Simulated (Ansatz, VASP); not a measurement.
## Al: VASP beside Ansatz

The input INCAR:

```
ALGO     = Normal         # electronic algorithm
EDIFF    = 1E-7           # SCF threshold, eV
ENCUT    = 520            # plane-wave cutoff, eV
ISIF     = 2              # what is computed and relaxed
ISMEAR   = 0              # smearing method
LASPH    = True           # aspherical terms in the spheres
LCHARG   = False          # write CHGCAR
LREAL    = False          # projectors in reciprocal space
LWAVE    = False          # write WAVECAR
NBANDS   = 8              # bands
NELM     = 60             # most SCF steps
PREC     = Accurate       # precision mode
SIGMA    = 0.15           # smearing width, eV
```

KPOINTS

```
k-points
0
Gamma
  22 22 22
```

Contents of POSCAR:

```
Al
1.0
    0.0000000000      2.3365142344      1.5187342523
    2.3365142344      0.0000000000      1.5187342523
    2.3365142344      2.3365142344      0.0000000000
Al
1
Direct
    0.0000000000      0.0000000000      0.0000000000
```

Input for Ansatz:

```yaml
crystal:
  lattice:
    - [0.0, 2.3365142344, 1.5187342523]
    - [2.3365142344, 0.0, 1.5187342523]
    - [2.3365142344, 2.3365142344, 0.0]
  atoms:
    - { symbol: Al, position: [0.0, 0.0, 0.0] }
basis:
  ecutwfc: 420
kpoints:
  mp_grid: { grid: [22, 22, 22] }
hamiltonian:
  xc: lda
scf:
  occupations: { method: gaussian, width: 0.15 }
output:
  forces: true
  stress: true
  eigenvalues: true
```

Alike in both runs: task single point; functional LDA; k mesh 22 × 22 × 22; occupations gaussian, width 0.15 eV; no spin polarisation.

|  | VASP | Ansatz |
| --- | --- | --- |
| version | VASP 6.6.1 | Ansatz 0.2.0 |
| potentials or method | VASP PAW LDA potentials, release 64 (Al), cutoff 520 eV | scalar-relativistic, plane waves, PAW |
| valence electrons in the cell | 3 | 3 |

```tsv
	VASP	Ansatz	Ansatz less VASP
gap on the k mesh at the Fermi level (eV)	none	none	-
pressure (GPa)	-1.6	-1.7	-0.06
traceless stress, the component that is largest in VASP (GPa)	-1.48	-1.47	+0.013
```

LDA's correlation is that of Perdew and Zunger in VASP and of Perdew and Wang (1992) in Ansatz. A gap of «none» marks a metal or a gap that the smearing closes.
